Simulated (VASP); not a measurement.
Here is a VASP 6.6.1 calculation.

The input INCAR:

```
  ALGO = Normal
  EDIFF = 1E-6
  ENCUT = 520
  GGA = PS
  ISIF = 2
  ISMEAR = 0
  ISPIN = 2
  LASPH = True
  LCHARG = True
  LELF = True
  LMAXMIX = 6
  LORBIT = 11
  LREAL = False
  LVHAR = True
  LWAVE = False
  MAGMOM = 7.45 0
  NBANDS = 22
  NELM = 150
  PREC = Accurate
  SIGMA = 0.05
```

The input KPOINTS:

```
k-points
0
Gamma
  10 10 10
```

File POSCAR:

```
GdN
1.0
    0.0000000000      2.6365690014      2.6365690014
    2.6365690014      0.0000000000      2.6365690014
    2.6365690014      2.6365690014      0.0000000000
Gd N
1 1
Direct
    0.0151712320      0.0151712320     -0.0151712320
    0.2500000000      0.2500000000      0.2500000000
```

Potentials or basis: VASP PAW PBE potentials, release 64 (Gd, N).

Command:

```bash
$ cat potpaw_PBE.64/Gd/POTCAR potpaw_PBE.64/N/POTCAR > POTCAR
$ mpirun -np 1 vasp_std > vasp.out
```

**Question.** Predict the pressure.

**Answer.** 0.5 GPa.

**Question.** Estimate the band gap on the k mesh.

**Answer.** 1.06 eV (least direct gap 1.78 eV).

**Question.** Estimate the largest force.

**Answer.** 0.668 eV/Å.

Stress tensor (GPa, compression positive):
```
0.61 2.41 0.00
2.41 0.61 0.00
0.00 0.00 0.26
```

Caveat: the cell differs from its parent crystal (atom 1 (Gd) moved 0.08 Å along z); the PAW data sets were made with another functional, which shifts forces and pressure a little; spin-orbit coupling is left out, which moves the levels of the heavy elements; a cell with one magnetic atom can't hold antiferromagnetic order, which such compounds often take; semilocal functionals describe open f shells poorly, which spoils levels, moments and volumes. A k mesh can miss the band edges.
